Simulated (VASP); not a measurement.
# HC2 in VASP: single point with LDA

Aim: the single point of HC2 with LDA.

Program: VASP 6.6.1. These are calculated values, not measurements. Logs are shortened: lines on timing, memory, paths and dates and some standing lists are left out, and cuts for length are marked.

### Step 1. The cell of the first run

The cell holds a slab with vacuum, 30 atoms: a = 5.049 Å, b = 5.049 Å, c = 17.165 Å, α = 90.00°, β = 90.00°, γ = 90.00°.

### Step 2. Single point, LDA

The input, INCAR:

```
PREC = Accurate
ENCUT = 520
EDIFF = 1E-6
ISMEAR = 0
SIGMA = 0.05
LREAL = Auto
LASPH = True
NELM = 100
ALGO = Normal
ISIF = 2
LWAVE = False
LCHARG = True
GGA = CA
LELF = True
LVHAR = True
NBANDS = 66
```

The input, KPOINTS:

```
regular mesh
0
Gamma
  2 2 1
```

The input, POSCAR:

```
HC2
1.0
    5.0487420000      0.0000000000      0.0000000000
    0.0000000000      5.0487420000      0.0000000000
    0.0000000000      0.0000000000     17.1647000000
H C
10 20
Direct
    0.4277868000      0.0000000000      0.0582591000
    0.0722132000      0.0000000000      0.0582591000
    0.9277868000      0.0000000000      0.0582591000
    0.5722132000      0.0000000000      0.0582591000
    0.4277868000      0.5000000000      0.0582591000
    0.0722132000      0.5000000000      0.0582591000
    0.9277868000      0.5000000000      0.0582591000
    0.5722132000      0.5000000000      0.0582591000
    0.2723702128      0.6692744800      0.4043540132
    0.2739610354      0.8226851864      0.4067996376
    0.2500000000      0.0000000000      0.0952362000
    0.7500000000      0.0000000000      0.0952362000
    0.2500000000      0.5000000000      0.0952362000
    0.7500000000      0.5000000000      0.0952362000
    0.2500000000      0.2500000000      0.1472324000
    0.7500000000      0.2500000000      0.1472324000
    0.2500000000      0.7500000000      0.1472324000
    0.7500000000      0.7500000000      0.1472324000
    0.0000583129      0.2500056125      0.1931568632
    0.4999578850      0.2500034047      0.1931394147
   -0.0000118229      0.7500033412      0.2042277002
    0.5000138449      0.7499919570      0.2042161476
    0.0000213299      0.0173431021      0.2524968217
    0.4999894883      0.0173671881      0.2524605848
    0.0000222113      0.4826548412      0.2524884856
    0.4999866929      0.4826219564      0.2524494600
    0.2500463655      0.1137625680      0.2913885351
    0.7499737491      0.1137636938      0.2914429449
    0.2500375442      0.3862739397      0.2914340762
    0.7499779209      0.3862437186      0.2914106074
```

Potentials or basis: VASP PAW LDA potentials, release 64 (H, C).

On the command line:

```bash
> cat potpaw_LDA.64/H/POTCAR potpaw_LDA.64/C/POTCAR > POTCAR
> mpirun -np 1 vasp_std > vasp.out
```

OUTCAR:

```text
PREC = Accurate
   ENCUT = 520
   EDIFF = 1E-6
   ISMEAR = 0
   LREAL = Auto
   LASPH = True
   NELM = 100
   ISIF = 2
   GGA = CA

 ion  position               nearest neighbor table
   1  0.428  0.000  0.058-   4 0.73  11 1.10
   2  0.072  0.000  0.058-   3 0.73  11 1.10
   3  0.928  0.000  0.058-   2 0.73  12 1.10
   4  0.572  0.000  0.058-   1 0.73  12 1.10
   5  0.428  0.500  0.058-   8 0.73  13 1.10
   6  0.072  0.500  0.058-   7 0.73  13 1.10
   7  0.928  0.500  0.058-   6 0.73  14 1.10
   8  0.572  0.500  0.058-   5 0.73  14 1.10
   9  0.272  0.669  0.404-  10 0.78
  10  0.274  0.823  0.407-   9 0.78
  11  0.250  0.000  0.095-   1 1.10   2 1.10  15 1.55  17 1.55
  12  0.750  0.000  0.095-   3 1.10   4 1.10  16 1.55  18 1.55
  13  0.250  0.500  0.095-   5 1.10   6 1.10  15 1.55  17 1.55
  14  0.750  0.500  0.095-   7 1.10   8 1.10  16 1.55  18 1.55
  15  0.250  0.250  0.147-  20 1.49  19 1.49  11 1.55  13 1.55
  16  0.750  0.250  0.147-  20 1.49  19 1.49  12 1.55  14 1.55
[... 8 lines left out ...]
  25  0.000  0.483  0.252-  30 1.51  29 1.51  19 1.55  21 1.58
  26  0.500  0.483  0.252-  29 1.51  30 1.51  20 1.55  22 1.58
  27  0.250  0.114  0.291-  29 1.38  24 1.51  23 1.51
  28  0.750  0.114  0.291-  30 1.38  24 1.51  23 1.51
  29  0.250  0.386  0.291-  27 1.38  26 1.51  25 1.51
  30  0.750  0.386  0.291-  28 1.38  25 1.51  26 1.51

  LATTYP: Found a simple tetragonal cell.
 ALAT       =     5.0487420000
 C/A-ratio  =     3.3997974149

  Lattice vectors:

 A1 = (   5.0487420000,   0.0000000000,   0.0000000000)
 A2 = (   0.0000000000,   5.0487420000,   0.0000000000)
 A3 = (   0.0000000000,   0.0000000000,  17.1647000000)

Analysis of symmetry for initial positions (statically):
=====================================================================
 Subroutine PRICEL returns:
 Original cell was already a primitive cell.

 Routine SETGRP: Setting up the symmetry group for a
 simple tetragonal supercell.

 Subroutine GETGRP returns: Found  1 space group operations
 (whereof  1 operations were pure point group operations)
 out of a pool of 16 trial point group operations.

The static configuration has the point symmetry C_1 .

Analysis of symmetry for dynamics (positions and initial velocities):
=====================================================================
 Subroutine PRICEL returns:
 Original cell was already a primitive cell.

 Routine SETGRP: Setting up the symmetry group for a
 simple tetragonal supercell.

 Subroutine GETGRP returns: Found  1 space group operations
[... 139 lines left out ...]
   LREAL  =      T    real-space projection
   EDIFFG = 0.1E-04   stopping-criterion for IOM
   NSW    =      0    number of steps for IOM
[... 5 lines left out ...]
   TEBEG  =    0.0;   TEEND  =   0.0 temperature during run
   PSTRESS=    0.0 pullay stress
   NELECT =      90.0000    total number of electrons
   NUPDOWN=      -1.0000    fix difference up-down
   EMIN   =  10.00;   EMAX   =-10.00  energy-range for DOS
   EFERMI =   0.00;   METHOD = LEGACY
   ISMEAR =     0;   SIGMA  =   0.05  broadening in eV -4-tet -1-fermi 0-gaus
   EFERMI_NEDOS =   21; number of points for ismear=-14 and -15
   IALGO  =     38    algorithm
   IMIX   =      4    mixing-type and parameters
     AMIX     =   0.40;   BMIX     =  1.00
     AMIX_MAG =   1.60;   BMIX_MAG =  1.00
  volume/ion in A,a.u.               =      14.58        98.42
  Fermi-wavevector in a.u.,A,eV,Ry     =   0.966395  1.826222 12.706751  0.933920
  Thomas-Fermi vector in A             =   2.096193
   LORBIT       =      0    0 simple, 1 ext, 2 COOP (PROOUT), +10 PAW based schemes
   GGA     = CA    functional components
   LHFCALC =     F    Hartree Fock is set to
   AEXX    =    0.0000 exact exchange contribution
   IVDW    =     0    specifies the selected vdW correction
   LEPSILON=     F    determine dielectric tensor
   LRPA    =     F    only Hartree local field effects (RPA)
 non-spin polarized calculation
 Gauss-broadening in eV      SIGMA  =   0.05
  energy-cutoff  :      520.00
  volume of cell :      437.52
 maximum number of plane-waves:     11843
 NGX is ok and might be reduce to    40
   NGX = 19   NGY = 19   NGZ = 63

 number of electron      90.0000003 magnetization

 Free energy of the ion-electron system (eV)
  ---------------------------------------------------
  ext. energy  EPLUGINS =         0.00000000
  ---------------------------------------------------
  free energy    TOTEN  =      -216.19414336 eV

  energy without entropy =     -216.19414336  energy(sigma->0) =     -216.19414336

 E-fermi :   0.3409     XC(G=0):  -5.2117

 val. band max:        0.0339570942   @ k =   0.0000   0.5000   0.0000
 cond. band min:       0.9346479355   @ k =   0.0000   0.0000   0.0000
 fundamental gap:      0.9006908413
 Fermi energy:         0.3409231757

 k-point     1 :       0.0000    0.0000    0.0000
  band No.  band energies     occupation
      1     -21.3880      2.00000
      2     -19.0590      2.00000
      3     -17.1207      2.00000
      4     -16.7947      2.00000
      5     -16.4489      2.00000
      6     -16.4322      2.00000
[... 229 lines left out ...]
     56       5.8375      0.00000
     57       6.3105      0.00000
 [bands above 57 left out]

------------------------ aborting loop because EDIFF is reached ----------------------------------------

  FORCE on cell =-STRESS in cart. coord.  units (eV):
  Direction    XX          YY          ZZ          XY          YZ          ZX
  --------------------------------------------------------------------------------------
  -------------------------------------------------------------------------------------
  Total       73.4628333    -14.9423325     -5.6548224     -0.0003474      0.0084486     -0.0056980
  in kB      269.0144960    -54.7175201    -20.7074671     -0.0012721      0.0309381     -0.0208655
  external PRESSURE =      64.5298363 kB  Pullay stress =       0.0000000 kB

 VOLUME and BASIS-vectors are now :
 -----------------------------------------------------------------------------
  energy-cutoff  :      520.00
  volume of cell :      437.52
      direct lattice vectors                 reciprocal lattice vectors
     5.048742000  0.000000000  0.000000000     0.198069143  0.000000000  0.000000000
     0.000000000  5.048742000  0.000000000     0.000000000  0.198069143  0.000000000
     0.000000000  0.000000000 17.164700000     0.000000000  0.000000000  0.058259102

 POSITION                                       TOTAL-FORCE (eV/Angst)
 -----------------------------------------------------------------------------------
      2.15979      0.00000      1.00000        -9.024028     -0.057770      0.068533
      0.36459      0.00000      1.00000         9.023885     -0.057853      0.068295
      4.68416      0.00000      1.00000        -9.023270     -0.057428      0.068775
      2.88896      0.00000      1.00000         9.023280     -0.057467      0.068887
      2.15979      2.52437      1.00000        -9.023941      0.057830      0.068554
      0.36459      2.52437      1.00000         9.023844      0.057855      0.068288
[... 22 lines left out ...]
      1.26238      1.95020      5.00238         0.001713      0.058960      0.067946
      3.78645      1.95004      5.00198        -0.001362      0.053842      0.073886
 -----------------------------------------------------------------------------------
    total drift:                                0.001136     -0.000465     -0.031744

  FREE ENERGIE OF THE ION-ELECTRON SYSTEM (eV)
  ---------------------------------------------------
  free  energy   TOTEN  =      -216.1941433647 eV

  energy  without entropy=     -216.1941433647  energy(sigma->0) =     -216.19414336
```

OSZICAR:

```text
N       E                     dE             d eps       ncg     rms          rms(c)
DAV:   1     0.603086009316E+03    0.60309E+03   -0.39727E+04   528   0.115E+03
DAV:   2    -0.151804445408E+03   -0.75489E+03   -0.71495E+03   736   0.280E+02
DAV:   3    -0.230188645635E+03   -0.78384E+02   -0.77533E+02   680   0.893E+01
[... 16 lines left out ...]
DAV:  20    -0.216194098231E+03   -0.76168E-04   -0.40352E-06   496   0.416E-03    0.100E-03
DAV:  21    -0.216194125223E+03   -0.26992E-04   -0.10477E-06   464   0.221E-03    0.563E-04
DAV:  22    -0.216194139079E+03   -0.13856E-04   -0.79509E-07   448   0.154E-03    0.304E-04
DAV:  23    -0.216194142679E+03   -0.36000E-05   -0.19673E-07   448   0.913E-04    0.246E-04
DAV:  24    -0.216194143365E+03   -0.68538E-06   -0.70864E-08   440   0.629E-04
   1 F= -.21619414E+03 E0= -.21619414E+03  d E =-.301456E-18
```

stdout:

```text
POSCAR found type information on POSCAR H C
 POSCAR found :  2 types and      30 ions
 scaLAPACK will be used
 LDA part: xc-table for (Slater(with rela. corr.)+CA(PZ))
 , standard interpolation
 POSCAR, INCAR and KPOINTS ok, starting setup
 FFT: planning ... GRIDC
 FFT: planning ... GRID_SOFT
 FFT: planning ... GRID
 WAVECAR not read
 entering main loop
```

Run time: 2.5 min. Hardware: 1 thread of AMD EPYC 9R45 (Zen 5), shared host; peak memory 0.35 GiB.

What came out:

```yaml
Free_energy: -216.1941 eV
Largest_force: 9.024 eV/Å
Band_gap_on_the_k_mesh: 0.90 eV, indirect (least direct gap 0.92 eV)
```

Forces on the atoms (eV/Å):
```
H   -9.024 -0.058  0.069
H    9.024 -0.058  0.068
H   -9.023 -0.057  0.069
H    9.023 -0.057  0.069
H   -9.024  0.058  0.069
H    9.024  0.058  0.068
H   -9.023  0.057  0.069
H    9.023  0.057  0.069
H    0.000  0.006  0.002
H   -0.001 -0.004 -0.002
C   -0.001 -0.199  1.390
C    0.001 -0.201  1.395
C   -0.001  0.199  1.390
C    0.001  0.201  1.395
C    0.000  0.000 -4.084
C    0.003 -0.002 -4.063
C    0.000  0.001  0.866
C    0.000  0.000  0.863
C   -0.002  0.000 -0.009
C    0.000  0.000 -0.009
C    0.000  0.000  0.011
C    0.000  0.001  0.008
C    0.000 -0.059  0.005
C    0.000 -0.059  0.006
C    0.002  0.057  0.004
C   -0.001  0.056  0.007
C   -0.001 -0.058  0.071
C    0.001 -0.052  0.065
C    0.002  0.059  0.068
C   -0.001  0.054  0.074
```

Caveat: the k points lie up to 0.62 Å⁻¹ apart.
